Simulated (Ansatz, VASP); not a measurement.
## Two plane-wave programs on Zr2PdN4

INCAR

```
SYSTEM = Zr2PdN4
  PREC = Accurate
  ENCUT = 600
  EDIFF = 1E-6
  ISMEAR = 0
  SIGMA = 0.1
  LREAL = .FALSE.
  LASPH = .TRUE.
  NELM = 80
  ALGO = Normal
  ISIF = 3
  LWAVE = .FALSE.
  LCHARG = .FALSE.
  GGA = PE
  IBRION = 2
  NSW = 90
  EDIFFG = -0.04
```

File KPOINTS:

```
Automatic mesh
0
G
  6 6 6
  0 0 0
```

File POSCAR:

```
Zr2PdN4
1.0
   -2.8218004163      2.8218004163      2.3055353819
    2.8218004163     -2.8218004163      2.3055353819
    2.8218004163      2.8218004163     -2.3055353819
Zr Pd N
2 1 4
Direct
    0.7500000000      0.2500000000      0.5000000000
    0.2500000000      0.7500000000      0.5000000000
    0.0000000000      0.0000000000      0.0000000000
    0.3030000000      0.3030000000      0.6060000000
    0.3030000000      0.6970000000      0.0000000000
    0.6970000000      0.6970000000      0.3940000000
    0.6970000000      0.3030000000      0.0000000000
```

Input for Ansatz:

```yaml
crystal:
  lattice:
    - [-2.8218004163, 2.8218004163, 2.3055353819]
    - [2.8218004163, -2.8218004163, 2.3055353819]
    - [2.8218004163, 2.8218004163, -2.3055353819]
  atoms:
    - { symbol: Zr, position: [0.75, 0.25, 0.5] }
    - { symbol: Zr, position: [0.25, 0.75, 0.5] }
    - { symbol: Pd, position: [0.0, 0.0, 0.0] }
    - { symbol: "N", position: [0.303, 0.303, 0.606] }
    - { symbol: "N", position: [0.303, 0.697, 0.0] }
    - { symbol: "N", position: [0.697, 0.697, 0.394] }
    - { symbol: "N", position: [0.697, 0.303, 0.0] }
basis:
  ecutwfc: 420
kpoints:
  mp_grid: { grid: [6, 6, 6] }
hamiltonian:
  xc: pbe
scf:
  occupations: { method: gaussian, width: 0.1 }
  lower_state_search: "off"
output:
  forces: true
  stress: true
  eigenvalues: true
relax:
  adjacent_minimum: "off"
  f_tol: 0.04
  max_steps: 70
  cell: { stress_tol: 0.4 }
```

Alike in both runs: task relaxation of cell and atoms; functional PBE; k mesh 6 × 6 × 6; occupations gaussian, width 0.1 eV; no spin polarisation.

|  | VASP | Ansatz |
| --- | --- | --- |
| version | VASP 6.6.1 | Ansatz 0.2.0 |
| potentials or method | VASP PAW PBE potentials, release 64 (Zr_sv, Pd, N), cutoff 600 eV | scalar-relativistic, plane waves, PAW |
| valence electrons in the cell | 54 | 62 |

|  | VASP | Ansatz | Ansatz less VASP |
| --- | --- | --- | --- |
| gap on the k mesh at the Fermi level, each at its own relaxed structure (eV) | none | none | - |
| relaxed volume (Å³/atom) | 11.71 | 11.78 | +0.070 |
| relaxed length of the cell vector where the two differ most in proportion (Å) | 4.760 | 4.771 | +0.0117 |

A gap of «none» marks a metal or a gap that the smearing closes. VASP's potentials hold 54 valence electrons a cell and Ansatz's 62, so a difference there can come from the potentials and not from the codes.
